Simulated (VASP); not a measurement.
Set up this calculation in VASP 6.6.1, as the native input.

```yaml
Task: single point
Functional: PBE
Potentials_or_basis: VASP PAW PBE potentials, release 64 (Ga_d, As)
Cutoff: 500 eV
k_mesh: 10 × 10 × 10
Occupations: gaussian, width 0.03 eV
Spin: no spin polarisation
Dipole_correction: no
Further_INCAR_settings: ALGO = Normal; EDIFF = 1e-06; NBANDS = 16
```

The structure of GaAs lies in POSCAR:

```
GaAs
1.0
    0.0000000000      3.0163268808      2.8726922674
    3.0163268808      0.0000000000      2.8726922674
    3.0163268808      3.0163268808      0.0000000000
Ga As
1 1
Direct
    0.0000000000      0.0000000000      0.0000000000
    0.7500000000      0.7500000000      0.7500000000
```

This cell differs from its parent crystal: strain +0.050 along x and y, +0.000 along z.

These files were run (other wordings do the same):

INCAR

```
  PREC = Accurate
  ENCUT = 500
  EDIFF = 1E-6
  ISMEAR = 0
  SIGMA = 0.03
  LREAL = F
  LASPH = T
  NELM = 120
  ALGO = Normal
  ISIF = 2
  LWAVE = F
  LCHARG = F
  GGA = PE
  NBANDS = 16
  GGA_COMPAT = F
```

KPOINTS

```
regular mesh
0
Gamma
  10 10 10
```

Potentials or basis: VASP PAW PBE potentials, release 64 (Ga_d, As).

Run with:

```console
$ cat potpaw_PBE.64/Ga_d/POTCAR potpaw_PBE.64/As/POTCAR > POTCAR
$ mpirun -np 1 vasp_std > vasp.out
```

It gave:

| Property | Result |
| --- | --- |
| Pressure | -4.6 GPa |
| Band gap on the k mesh | 0.19 eV (least direct gap 0.23 eV) |

Caveat: the cell differs from its parent crystal (strain +0.050 along x and y, +0.000 along z); the cell stands under tension.

It took 69 s on 1 thread of Intel(R) Xeon(R) Platinum 8259CL CPU @ 2.50GHz (Skylake/Cascade Lake), on a shared host, peak memory 0.23 GiB.
